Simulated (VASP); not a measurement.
**Si3Ge: relaxation of cell and atoms with PBE**

The system is Si3Ge.

```
CELL_PARAMETERS angstrom
2.72238 0.00000 0.00000
-1.36119 2.35765 0.00000
0.00000 0.00000 10.10720
ATOMIC_POSITIONS crystal
Si 0.33333 0.66667 0.75000
Si 0.33333 0.66667 0.25000
Si 0.66667 0.33333 0.00000
Ge 0.66667 0.33333 0.50000
```

* Program: VASP 6.6.1
* Task: relaxation of cell and atoms
* Functional: PBE
* Potentials or basis: VASP PAW PBE potentials, release 64 (Si, Ge_d)
* Cutoff: 500 eV
* k mesh: 6 × 6 × 2
* Occupations: gaussian, width 0.1 eV
* Spin: no spin polarisation
* Dipole correction: no
* Further INCAR settings: ALGO = Normal; EDIFF = 1e-07; IBRION = 2; EDIFFG = -0.04; NSW = 90; ISIF = 3

```
Relaxed volume                        : 16.63 Å³/atom
Relaxed cell                          : a = 2.651 Å, b = 2.651 Å, c = 10.925 Å, α = 90.00°, β = 90.00°, γ = 120.00°
Space group after relaxing (to 0.1 Å) : P-6m2 (No. 187)
Energy gained by relaxing             : 58.6 meV/atom
Ionic steps                           : 14
Pressure after relaxing               : -0.1 GPa
Largest force after relaxing          : 0.020 eV/Å
```

Forces in eV/Å, atoms in the order of the input:
```
Si   0.000  0.000  0.020
Si   0.000  0.000 -0.020
Si   0.000  0.000  0.000
Ge   0.000  0.000  0.000
```

Stress tensor (GPa, compression positive):
```
-0.03  0.00  0.00
 0.00 -0.03  0.00
 0.00  0.00 -0.28
```

Step by step:
```tsv
step	energy change (eV)	largest force (eV/Å)	pressure (GPa)	volume (Å³)
1	0.0000	0.4795	1.08	64.87
2	-0.1116	0.3858	0.03	65.87
3	-0.1548	0.1452	-0.67	68.52
4	-0.2120	0.2684	-1.06	67.26
5	-0.2137	0.2424	-1.05	67.52
6	-0.2140	0.2540	-1.06	67.43
7	-0.2244	0.1869	0.40	66.15
8	-0.2246	0.1764	0.62	65.96
9	-0.2317	0.0853	0.55	65.82
10	-0.2318	0.0670	0.53	65.79
11	-0.2338	0.0422	0.08	66.25
12	-0.2342	0.0248	-0.26	66.59
13	-0.2345	0.0182	-0.06	66.47
14	-0.2345	0.0199	-0.11	66.50
```

Final structure:
```cif
data_structure
_symmetry_space_group_name_H-M 'P 1'
_symmetry_Int_Tables_number 1
_cell_length_a 2.6512
_cell_length_b 2.6512
_cell_length_c 10.9248
_cell_angle_alpha 90.000
_cell_angle_beta 90.000
_cell_angle_gamma 120.000
_cell_volume 66.50
loop_
_atom_site_label
_atom_site_type_symbol
_atom_site_fract_x
_atom_site_fract_y
_atom_site_fract_z
_atom_site_occupancy
Si1 Si 0.33333 0.66667 0.76181 1
Si2 Si 0.33333 0.66667 0.23819 1
Si3 Si 0.66667 0.33333 0.00000 1
Ge1 Ge 0.66667 0.33333 0.50000 1
```

Levels at points of the mesh, in eV from the Fermi level:
| k point | band 10 | band 11 | band 12 | band 13 | band 14 | band 15 | band 16 | band 17 |
| --- | --- | --- | --- | --- | --- | --- | --- | --- |
| (0.00, 0.00, 0.00) | -6.65 | -2.23 | -2.10 | 4.47 | 7.18 | 10.70 | 10.70 | 11.39 |
| (0.50, 0.00, 0.00) | -5.53 | -5.35 | -3.52 | -3.31 | -0.61 | 0.85 | 3.28 | 3.32 |
| (0.00, 0.00, 0.50) | -5.29 | -4.98 | 1.06 | 1.82 | 10.01 | 10.69 | 10.73 | 10.73 |
| (0.50, 0.00, 0.50) | -4.89 | -4.53 | -4.03 | -4.00 | 0.68 | 1.17 | 1.79 | 2.42 |

Run time: 3.2 min on 1 thread of Intel(R) Xeon(R) Platinum 8375C CPU @ 2.90GHz (Ice Lake), with other jobs on the host, peak memory 0.18 GiB.

Caveat: the k points lie up to 0.46 Å⁻¹ apart in the final cell; the highest band is partly filled, so the run has too few bands.
